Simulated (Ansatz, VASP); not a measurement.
# HfH3F: VASP beside Ansatz

INCAR

```
SYSTEM = HfH3F
ALGO = Normal
EDIFF = 1E-7
EDIFFG = -0.08
ENCUT = 600
GGA = PE
GGA_COMPAT = .FALSE.
IBRION = 2
ISIF = 3
ISMEAR = 0
LASPH = .TRUE.
LCHARG = .FALSE.
LREAL = .FALSE.
LWAVE = .FALSE.
NELM = 120
NELMIN = 4
NSW = 36
PREC = Accurate
SIGMA = 0.15
```

The input KPOINTS:

```
k-points
0
G
  3 3 3
  0 0 0
```

The input POSCAR:

```
HfH3F
1.0
    3.7300000000      0.0000000000      0.0000000000
    0.0000000000      3.7300000000      0.0000000000
    0.0000000000      0.0000000000      3.7300000000
Hf H F
1 3 1
Direct
    0.0000000000      0.0000000000      0.0000000000
    0.5000000000      0.0000000000      0.0000000000
    0.0000000000      0.5000000000      0.0000000000
    0.0000000000      0.0000000000      0.5000000000
    0.5000000000      0.5000000000      0.5000000000
```

Input for Ansatz:

```yaml
crystal:
  lattice:
    - [3.73, 0.0, 0.0]
    - [0.0, 3.73, 0.0]
    - [0.0, 0.0, 3.73]
  atoms:
    - { symbol: Hf, position: [0.0, 0.0, 0.0] }
    - { symbol: H, position: [0.5, 0.0, 0.0] }
    - { symbol: H, position: [0.0, 0.5, 0.0] }
    - { symbol: H, position: [0.0, 0.0, 0.5] }
    - { symbol: F, position: [0.5, 0.5, 0.5] }
basis:
  ecutwfc: 420
kpoints:
  mp_grid: { grid: [3, 3, 3] }
hamiltonian:
  xc: pbe
scf:
  occupations: { method: gaussian, width: 0.15 }
  lower_state_search: "off"
output:
  forces: true
  stress: true
  eigenvalues: true
relax:
  adjacent_minimum: "off"
  f_tol: 0.08
  max_steps: 16
  cell: { stress_tol: 0.8 }
```

Alike in both runs: task relaxation of cell and atoms; functional PBE; k mesh 3 × 3 × 3; occupations gaussian, width 0.15 eV; no spin polarisation.

|  | VASP | Ansatz |
| --- | --- | --- |
| version | VASP 6.6.1 | Ansatz 0.2.0 |
| potentials or method | VASP PAW PBE potentials, release 64 (Hf_pv, H, F), cutoff 600 eV | scalar-relativistic, plane waves, PAW |
| valence electrons in the cell | 20 | 36 |

|  | VASP | Ansatz | Ansatz less VASP |
| --- | --- | --- | --- |
| gap on the k mesh at the Fermi level, each at its own relaxed structure (eV) | 2.91 | 2.92 | +0.007 |
| relaxed volume (Å³/atom) | 10.38 | 10.38 | 0.000 |
| relaxed cell length with the largest relative difference (Å) | 3.730 | 3.730 | 0.0000 |

VASP's potentials hold 20 valence electrons a cell and Ansatz's 36, so a difference there can come from the potentials and not from the codes.

The k mesh is coarse, so the values compare programs but aren't converged. Spin-orbit coupling is off throughout. Noted on VASP's run: the relaxation stopped at its first step, so nothing moved.
